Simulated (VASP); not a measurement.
Wanted: the native input for a VASP 6.6.1 run.

| Item | Value |
| --- | --- |
| Task | single point |
| Functional | HSE06 |
| Potentials or basis | VASP PAW PBE potentials, release 64 (Be, S) |
| Cutoff | 520 eV |
| k mesh | 6 × 6 × 6 |
| Occupations | gaussian, width 0.01 eV |
| Spin | no spin polarisation |
| Dipole correction | no |
| Grid for exact exchange (PRECFOCK) | Normal |
| Further INCAR settings | ALGO = Normal; EDIFF = 1e-06; NBANDS = 11 |
| Share of exact exchange | 0.25 |
| Screening parameter | 0.2079 1/Å |

The system is BeS.

```xyz
2
Lattice="0.0000 2.4343 2.3430 2.4343 0.0000 2.3430 2.4343 2.4343 0.0000" Properties=species:S:1:pos:R:3 pbc="T T T"
Be    0.0000    0.0000    0.0000
S     1.2172    1.2172    1.1715
```

This cell differs from its parent crystal: uniaxial z strain -3.8%.

These files were run (other wordings do the same):

POSCAR

```
BeS
1.0
    0.0000000000      2.4343062304      2.3430197467
    2.4343062304      0.0000000000      2.3430197467
    2.4343062304      2.4343062304      0.0000000000
Be S
1 1
Direct
    0.0000000000      0.0000000000      0.0000000000
    0.2500000000      0.2500000000      0.2500000000
```

INCAR.step1

```
  PREC = Accurate
  ENCUT = 520
  EDIFF = 1E-5
  ISMEAR = 0
  SIGMA = 0.01
  LREAL = False
  LASPH = True
  NELM = 100
  ALGO = Normal
  ISIF = 2
  LWAVE = True
  GGA = PE
  NBANDS = 11
```

INCAR.step2

```
  PREC = Accurate
  ENCUT = 520
  EDIFF = 1E-6
  ISMEAR = 0
  SIGMA = 0.01
  LREAL = False
  LASPH = True
  NELM = 100
  ALGO = Normal
  ISIF = 2
  LWAVE = False
  LCHARG = True
  GGA = PE
  LHFCALC = True
  HFSCREEN = 0.2079
  PRECFOCK = Normal
  LELF = True
  LVHAR = True
  ISTART = 1
  NBANDS = 11
```

KPOINTS

```
Automatic mesh
0
Gamma
  6 6 6
```

Potentials or basis: VASP PAW PBE potentials, release 64 (Be, S).

Run with:

```sh
$ cat potpaw_PBE.64/Be/POTCAR potpaw_PBE.64/S/POTCAR > POTCAR
$ cp INCAR.step1 INCAR
$ mpirun -np 1 vasp_std > vasp.out
$ cp INCAR.step2 INCAR
$ mpirun -np 1 vasp_std > vasp.out
```

It gave:

The pressure is 2.8 GPa and the band gap on the k mesh is 3.65 eV (least direct gap 6.70 eV).

Caveat: the cell differs from its parent crystal (uniaxial z strain -3.8%); the PAW data sets were made with another functional, which shifts forces and pressure a little.

Run time: 13 min on 1 thread of Intel(R) Xeon(R) Platinum 8259CL CPU @ 2.50GHz (Skylake/Cascade Lake), with other jobs on the host, peak memory 0.26 GiB.
